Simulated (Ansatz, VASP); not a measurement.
**One calculation of AlN, two programs**

```
CELL_PARAMETERS angstrom
0.00000 2.13624 2.03452
2.13624 0.00000 2.03452
2.13624 2.13624 0.00000
ATOMIC_POSITIONS crystal
Al 0.50000 0.50000 0.50000
N 0.00000 0.00000 0.00000
```

Change from the starting cell: strain +0.050 along x and y, +0.000 along z, atoms carried along.

Alike in both runs: task single point; functional LDA; k mesh 10 × 10 × 10; occupations gaussian, width 0.05 eV; no spin polarisation.

```csv
,VASP,Ansatz
version,VASP 6.6.1,Ansatz 0.2.0
potentials or method,"VASP PAW LDA potentials, release 64 (Al, N), cutoff 600 eV","scalar-relativistic, plane waves, PAW"
valence electrons in the cell,8,8
```

VASP gave:

- gap on the k mesh at the Fermi level (eV): 3.06
- least direct gap on the mesh (eV): 4.04
- pressure (GPa): -28.3
- traceless stress, the component that is largest in VASP (GPa): 3.95

Estimate Ansatz's values.

gap on the k mesh at the Fermi level (eV): 3.07; least direct gap on the mesh (eV): 4.02; pressure (GPa): -28.5; traceless stress, the component that is largest in VASP (GPa): 3.76.

LDA's correlation is that of Perdew and Zunger in VASP and of Perdew and Wang (1992) in Ansatz. Both programs put the cell under strong tension, so it lies far from rest at this level.
